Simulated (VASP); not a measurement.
Here is a VASP 6.6.1 calculation.

The input INCAR:

```
PREC = Accurate ; ENCUT = 600
EDIFF = 1E-7 ; ISMEAR = -1
SIGMA = 0.15 ; LREAL = False
LASPH = True ; NELM = 100
ALGO = Normal ; ISIF = 3
LWAVE = False ; LCHARG = False
GGA = PE ; IBRION = 2
NSW = 80 ; EDIFFG = -0.001
```

File KPOINTS:

```
regular mesh
0
Gamma
  12 12 8
```

Contents of POSCAR:

```
TePt2Se
1.0
    4.1460658094      0.0000000000      0.0000000000
   -2.0730329047      3.5905983167      0.0000000000
    0.0000000000      0.0000000000      5.5808792149
Te Pt Se
1 2 1
Direct
    0.3333333333      0.6666666667      0.5000000000
    0.6666666667      0.3333333333      0.7534651320
    0.6666666667      0.3333333333      0.2465348680
    0.0000000000      0.0000000000      0.0000000000
```

Potentials or basis: VASP PAW PBE potentials, release 64 (Te, Pt, Se).

Run with:

```bash
$ cat potpaw_PBE.64/Te/POTCAR potpaw_PBE.64/Pt/POTCAR potpaw_PBE.64/Se/POTCAR > POTCAR
$ mpirun -np 1 vasp_std > vasp.out
```

(1) What does it give for the relaxed cell?

(2) Estimate the band gap on the k mesh.

(3) Predict the space group after relaxing (to 0.05 Å).

(4) Estimate the relaxed volume.

Answers

(1) a = 4.144 Å, b = 4.144 Å, c = 5.584 Å, α = 90.00°, β = 90.00°, γ = 120.00°.

(2) zero (band 16 reaches 8.84 eV, above the bottom of band 17 at 7.53 eV).

(3) P-6m2 (No. 187).

(4) 20.76 Å³/atom.

Caveat: spin-orbit coupling is left out, which moves the levels of the heavy elements.
